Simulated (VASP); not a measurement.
# Pt (Fm-3m) in VASP: settings compared, part 2 of 2

VASP 6.6.1. Earlier steps stand in the parts before.

## 5. Single point, BLYP+D4

This run uses another cell than the first one, of 15.64 Å³/atom, 1.037 times its volume.

Input file INCAR:

```
  PREC = Accurate
  ENCUT = 520
  EDIFF = 1E-7
  ISMEAR = -1
  SIGMA = 0.05
  LREAL = F
  LASPH = T
  NELM = 60
  ALGO = Normal
  ISIF = 2
  LWAVE = F
  LCHARG = T
  GGA = B5
  ALDAX = 1.0
  AGGAX = 1.0
  AGGAC = 1.0
  ALDAC = 0.0
  IVDW = 13
  VDW_S6 = 1.0
  VDW_S8 = 2.34076671
  VDW_A1 = 0.44488865
  VDW_A2 = 4.0933009
  LELF = T
  LVHAR = T
  NBANDS = 11
```

Input file KPOINTS:

```
Automatic mesh
0
Gamma
  12 12 12
```

Input file POSCAR:

```
Pt
1.0
    0.0000000000      1.9848693255      1.9848693255
    1.9848693255      0.0000000000      1.9848693255
    1.9848693255      1.9848693255      0.0000000000
Pt
1
Direct
    0.0000000000      0.0000000000      0.0000000000
```

Potentials or basis: VASP PAW PBE potentials, release 64 (Pt).

The run is started by

```
> cat potpaw_PBE.64/Pt/POTCAR > POTCAR
> mpirun -np 1 vasp_std > vasp.out
```

OUTCAR:

```text
PREC = Accurate
   ENCUT = 520
   EDIFF = 1E-7
   ISMEAR = -1
   LREAL = F
   LASPH = T
   NELM = 60
   ISIF = 2
   GGA = B5
   IVDW = 13

 ion  position               nearest neighbor table
   1  0.000  0.000  0.000-

  LATTYP: Found a face centered cubic cell.
 ALAT       =     3.9697386510

  Lattice vectors:

 A1 = (   0.0000000000,   1.9848693255,   1.9848693255)
 A2 = (   1.9848693255,   0.0000000000,   1.9848693255)
 A3 = (   1.9848693255,   1.9848693255,   0.0000000000)

Analysis of symmetry for initial positions (statically):
=====================================================================
 Subroutine PRICEL returns:
 Original cell was already a primitive cell.

 Routine SETGRP: Setting up the symmetry group for a
 face centered cubic supercell.

 Subroutine GETGRP returns: Found 48 space group operations
 (whereof 48 operations were pure point group operations)
 out of a pool of 48 trial point group operations.

The static configuration has the point symmetry O_h .

Analysis of symmetry for dynamics (positions and initial velocities):
=====================================================================
 Subroutine PRICEL returns:
 Original cell was already a primitive cell.

 Routine SETGRP: Setting up the symmetry group for a
 face centered cubic supercell.

 Subroutine GETGRP returns: Found 48 space group operations
 (whereof 48 operations were pure point group operations)
 out of a pool of 48 trial point group operations.

The dynamic configuration has the point symmetry O_h .

 Subroutine INISYM returns: Found 48 space group operations
 (whereof 48 operations are pure point group operations),
 and found     1 'primitive' translations

----------------------------------------------------------------------------------------
[... 114 lines left out ...]
  Thomas-Fermi vector in A             =   2.532330
   LORBIT       =      0    0 simple, 1 ext, 2 COOP (PROOUT), +10 PAW based schemes
   GGA     = B5    functional components
   LHFCALC =     F    Hartree Fock is set to
   AEXX    =    0.0000 exact exchange contribution
   IVDW    =    13    specifies the selected vdW correction
   LEPSILON=     F    determine dielectric tensor
   LRPA    =     F    only Hartree local field effects (RPA)
 non-spin polarized calculation
  energy-cutoff  :      520.00
  volume of cell :       15.64
 maximum number of plane-waves:       444
 NGX is ok and might be reduce to    24
   NGX = 11   NGY = 11   NGZ = 11

 number of electron      10.0000002 magnetization

 Free energy of the ion-electron system (eV)
  ---------------------------------------------------
  ext. energy  EPLUGINS =         0.00000000
  ---------------------------------------------------
  free energy    TOTEN  =        -4.96271742 eV

  energy without entropy =       -4.94701690  energy(sigma->0) =       -4.95486716

 E-fermi :  11.1853     XC(G=0): -12.5816

 val. band max:       11.1850996981   @ k =   0.4167   0.3333   0.0000
 cond. band min:      11.1859399327   @ k =  -0.4167   0.4167   0.1667
 fundamental gap:      0.0008402346
 Fermi energy:        11.1853142139

 k-point     1 :       0.0000    0.0000    0.0000
  band No.  band energies     occupation
      1       1.5039      2.00000
      2       7.5847      2.00000
      3       7.5847      2.00000
      4       7.5847      2.00000
      5       9.6117      2.00000
      6       9.6117      2.00000
      7      26.2008      0.00000
      8      30.8088      0.00000
      9      30.8088      0.00000
     10      30.8088      0.00000
     11      36.4651      0.00000
[... 309 lines left out ...]
 k-point    24 :      -0.4167    0.1667    0.0000
  band No.  band energies     occupation
      1       5.0486      2.00000
      2       7.0212      2.00000
      3       8.1813      2.00000
      4       8.5723      2.00000
      5      10.8890      1.99468
      6      14.2597      0.00000
      7      17.0180      0.00000
      8      26.0370      0.00000
      9      28.1287      0.00000
     10      29.4777      0.00000
     11      37.8916      0.00000

 [... further k-points ...]

------------------------ aborting loop because EDIFF is reached ----------------------------------------

  DFT-D4 for vdW energy calculation

  Edisp (eV):   -1.44174

  FORCE on cell =-STRESS in cart. coord.  units (eV):
  Direction    XX          YY          ZZ          XY          YZ          ZX
  --------------------------------------------------------------------------------------
  -------------------------------------------------------------------------------------
  Total       0.12717     0.12717     0.12717    -0.00000     0.00000     0.00000
  in kB      13.02818    13.02818    13.02818    -0.00000     0.00000     0.00000
  external pressure =       13.03 kB  Pullay stress =        0.00 kB

 VOLUME and BASIS-vectors are now :
 -----------------------------------------------------------------------------
  energy-cutoff  :      520.00
  volume of cell :       15.64
      direct lattice vectors                 reciprocal lattice vectors
     0.000000000  1.984869326  1.984869326    -0.251905752  0.251905752  0.251905752
     1.984869326  0.000000000  1.984869326     0.251905752 -0.251905752  0.251905752
     1.984869326  1.984869326  0.000000000     0.251905752  0.251905752 -0.251905752

 POSITION                                       TOTAL-FORCE (eV/Angst)
 -----------------------------------------------------------------------------------
      0.00000      0.00000      0.00000         0.000000      0.000000      0.000000
 -----------------------------------------------------------------------------------
    total drift:                               -0.000000      0.000000     -0.000000

  FREE ENERGIE OF THE ION-ELECTRON SYSTEM (eV)
  ---------------------------------------------------
  free  energy   TOTEN  =        -6.4044613700 eV

  energy  without entropy=       -6.3887608471  energy(sigma->0) =       -6.39661111
```

OSZICAR:

```text
N       E                     dE             d eps       ncg     rms          rms(c)
DAV:   1     0.404732411078E+02    0.40473E+02   -0.52274E+03  1616   0.835E+02
DAV:   2    -0.470053345237E+01   -0.45174E+02   -0.42993E+02  1817   0.175E+02
DAV:   3    -0.531538471070E+01   -0.61485E+00   -0.61208E+00  1827   0.196E+01
DAV:   4    -0.531800872393E+01   -0.26240E-02   -0.26238E-02  1827   0.151E+00
DAV:   5    -0.531803156951E+01   -0.22846E-04   -0.22846E-04  1860   0.131E-01    0.114E+01
DAV:   6    -0.499542792043E+01    0.32260E+00   -0.79813E-01  1719   0.696E+00    0.584E+00
DAV:   7    -0.496564134335E+01    0.29787E-01   -0.10169E-01  1824   0.245E+00    0.233E+00
DAV:   8    -0.496281547823E+01    0.28259E-02   -0.35180E-03  1728   0.526E-01    0.406E-01
DAV:   9    -0.496271070089E+01    0.10478E-03   -0.45296E-05  1770   0.617E-02    0.302E-02
DAV:  10    -0.496271749592E+01   -0.67950E-05   -0.49569E-06  1785   0.211E-02    0.358E-03
DAV:  11    -0.496271735741E+01    0.13850E-06   -0.60911E-08  1815   0.224E-03    0.533E-04
DAV:  12    -0.496271742010E+01   -0.62685E-07   -0.76670E-09   942   0.662E-04
   1 F= -.64044614E+01 E0= -.63966111E+01  d E =-.157005E-01
```

stdout:

```text
POSCAR found type information on POSCAR Pt
 POSCAR found :  1 types and       1 ions
 scaLAPACK will be used
 -----------------------------------------------------------------------------
|                                                                             |
|                                                                             |
|     You enforced a specific xc type in the INCAR file but a different       |
|     I HOPE YOU KNOW WHAT YOU ARE DOING!                                     |
|                                                                             |
 -----------------------------------------------------------------------------

 LDA part: xc-table for (Slater(with rela. corr.)+VWN5), standard interpolation
 POSCAR, INCAR and KPOINTS ok, starting setup
 FFT: planning ... GRIDC
 FFT: planning ... GRID_SOFT
 FFT: planning ... GRID
 WAVECAR not read
 entering main loop
```

Wall time 7.6 s (1 thread of Intel Xeon 6975P-C (Granite Rapids), shared host); peak memory 0.14 GiB.

What came out:

```yaml
Free_energy: -6.4045 eV
Pressure: 1.3 GPa
Band_gap_on_the_k_mesh: zero (band 5 reaches 11.64 eV, above the bottom of band 6 at 9.52 eV)
Dispersion_energy_per_atom: -1.442 eV
```

Levels at points of the mesh, in eV from the Fermi level:
```tsv
k point	band 1	band 2	band 3	band 4	band 5	band 6	band 7	band 8	band 9	band 10
(0.00, 0.00, 0.00)	-9.68	-3.60	-3.60	-3.60	-1.57	-1.57	15.02	19.62	19.62	19.62
(0.50, 0.00, 0.00)	-6.92	-3.65	-3.65	-0.07	0.02	0.02	5.58	14.60	18.77	18.77
(0.50, 0.50, 0.00)	-6.65	-6.24	-0.02	0.45	0.45	2.06	8.48	11.39	11.39	20.11
```

Caveat: the PAW data sets were made with another functional, which shifts forces and pressure a little; spin-orbit coupling is left out, which moves the levels of the heavy elements; pairwise dispersion overbinds metals, which lowers pressure and volume.

## 6. Summary

```csv
level,cell,k mesh,smearing,gap on the mesh (eV),pressure (GPa)
PBE,"a = 2.773 Å, angles 60.0°, 1 atom",8 × 8 × 8,fermi-dirac 0.04 eV,none,8.9
revPBE+D3(BJ),"a = 2.763 Å, angles 60.0°, 1 atom",12 × 12 × 12,fermi-dirac 0.05 eV,none,-0.5
PBEsol+D4,"a = 2.757 Å, angles 60.0°, 1 atom",12 × 12 × 12,fermi-dirac 0.05 eV,none,-0.4
BLYP+D4,"a = 2.807 Å, angles 60.0°, 1 atom",12 × 12 × 12,fermi-dirac 0.05 eV,none,1.3
```

Alike in all rows: task single point; potentials or basis VASP PAW PBE potentials, release 64 (Pt); no spin polarisation; cutoff (eV) 520.

Caveats: spin-orbit coupling is left out, which moves the levels of the heavy elements; the PAW data sets were made with another functional, which shifts forces and pressure a little (some runs); pairwise dispersion overbinds metals, which lowers pressure and volume (some runs).

Absolute energies hang on the potentials; compare differences alone.
